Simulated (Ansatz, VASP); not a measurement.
## One calculation of Cd, two programs

File INCAR:

```
SYSTEM = Cd
PREC = Accurate
ENCUT = 520
EDIFF = 1E-6
ISMEAR = 0
SIGMA = 0.15
LREAL = .False.
LASPH = .True.
NELM = 60
ALGO = Fast
ISIF = 2
LWAVE = .False.
LCHARG = .False.
GGA = PS
NBANDS = 19
```

Contents of KPOINTS:

```
regular mesh
0
Gamma
  18 18 8
  0 0 0
```

The input POSCAR:

```
Cd
1.0
    2.8895063328      0.0000000000      0.0000000000
   -1.4447531664      2.5023858886      0.0000000000
    0.0000000000      0.0000000000      5.6176500000
Cd
2
Direct
    0.3333333333      0.6666666667      0.2500000000
    0.6666666667      0.3333333333      0.7500000000
```

Input for Ansatz:

```yaml
crystal:
  lattice:
    - [2.8895063328, 0.0, 0.0]
    - [-1.4447531664, 2.5023858886, 0.0]
    - [0.0, 0.0, 5.61765]
  atoms:
    - { symbol: Cd, position: [0.3333333333, 0.6666666667, 0.25] }
    - { symbol: Cd, position: [0.6666666667, 0.3333333333, 0.75] }
basis:
  ecutwfc: 420
kpoints:
  mp_grid: { grid: [18, 18, 8] }
hamiltonian:
  xc: pbesol
scf:
  occupations: { method: gaussian, width: 0.15 }
output:
  forces: true
  stress: true
  eigenvalues: true
```

Change from the starting cell: strain -0.0300 x Voigt [1, 1, 0, 0, 0, 0], atoms carried along.

Alike in both runs: task single point; functional PBEsol; k mesh 18 × 18 × 8; occupations gaussian, width 0.15 eV; no spin polarisation.

|  | VASP | Ansatz |
| --- | --- | --- |
| version | VASP 6.6.1 | Ansatz 0.2.0 |
| potentials or method | VASP PAW PBE potentials, release 64 (Cd), cutoff 520 eV | scalar-relativistic, plane waves, PAW |
| valence electrons in the cell | 24 | 40 |

|  | VASP | Ansatz | Ansatz less VASP |
| --- | --- | --- | --- |
| gap on the k mesh at the Fermi level (eV) | none | none | - |
| pressure (GPa) | 3.6 | 3.0 | -0.52 |
| traceless stress, the component that is largest in VASP (GPa) | -2.11 | -1.87 | +0.242 |

VASP's potentials were made for PBE, not for PBEsol. A gap of «none» marks a metal or a gap that the smearing closes. VASP's potentials hold 24 valence electrons a cell and Ansatz's 40, so a difference there can come from the potentials and not from the codes.
